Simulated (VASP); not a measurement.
A run of VASP 6.6.1 is set up as follows.

Contents of POSCAR:

```
Si
1.0
   -1.5964102751      1.5964102751      1.3203298500
    1.5964102751     -1.5964102751      1.3203298500
    1.6574195849      1.6574195849     -1.3203298500
Si
1
Direct
    0.0000000000      0.0000000000      0.0000000000
```

File INCAR.step1:

```
  ALGO = Normal
  EDIFF = 1E-4
  ENCUT = 520
  GGA = PE
  ISMEAR = 0
  LASPH = T
  LCHARG = F
  LREAL = F
  LWAVE = T
  NBANDS = 8
  NELM = 80
  PREC = Accurate
  SIGMA = 0.15
```

INCAR.step2

```
  ALGO = Normal
  EDIFF = 1E-6
  ENCUT = 520
  ISIF = 2
  ISMEAR = 0
  ISTART = 1
  LASPH = T
  LCHARG = F
  LMIXTAU = T
  LREAL = F
  LWAVE = F
  METAGGA = R2SCAN
  NBANDS = 8
  NELM = 80
  PREC = Accurate
  SIGMA = 0.15
```

Contents of KPOINTS:

```
k-points
0
Gamma
  22 22 22
```

Potentials or basis: VASP PAW PBE potentials, release 64 (Si).

Run with:

```bash
$ cat potpaw_PBE.64/Si/POTCAR > POTCAR
$ cp INCAR.step1 INCAR
$ mpirun -np 1 vasp_std > vasp.out
$ cp INCAR.step2 INCAR
$ mpirun -np 1 vasp_std > vasp.out
```

Task: Estimate the band gap on the k mesh.

Result: Zero (band 2 reaches 20.57 eV, above the bottom of band 3 at 6.71 eV).

Task: What does it give for the pressure?

Result: 0.1 GPa.

Stress tensor (GPa, compression positive):
```
 1.08 -2.43  0.00
-2.43  1.08  0.00
 0.00  0.00 -1.85
```

Caveat: the cell differs from its parent crystal (strain +0.0375 x Voigt [0, 0, 0, 0, 0, 1]); the PAW data sets were made with another functional, which shifts forces and pressure a little.
